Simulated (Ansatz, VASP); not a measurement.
One calculation of In, two programs

```
In
1.0
     1.65299    0.95435    8.12088
    -1.65299    0.95435    8.12088
     0.00000   -1.90871    8.12088
In
3
Direct
  0.00000 0.00000 0.00000
  0.77797 0.77797 0.77797
  0.22203 0.22203 0.22203
```

Alike in both runs: functional PBEsol; k mesh 18 × 18 × 18; occupations gaussian, width 0.1 eV; no spin polarisation.

Ansatz relaxed the structure, and its values are those at the end. VASP's run is a single point on that final structure, the one shown.

|  | VASP | Ansatz |
| --- | --- | --- |
| version | VASP 6.6.1 | Ansatz 0.2.0 |
| potentials or method | VASP PAW PBE potentials, release 64 (In_d), cutoff 520 eV | scalar-relativistic, plane waves, PAW |
| valence electrons in the cell | 39 | 39 |

```tsv
	VASP	Ansatz	Ansatz less VASP
gap on the k mesh at the Fermi level (eV)	none	none	-
pressure (GPa)	0.0	0.0	+0.04
rms of the force components (eV/Å)	0.005	0.004	0.0000
```

VASP's potentials were made for PBE, not for PBEsol. A gap of «none» marks a metal or a gap that the smearing closes. With one functional, cell and mesh, what is left measures potentials, basis and numerics.
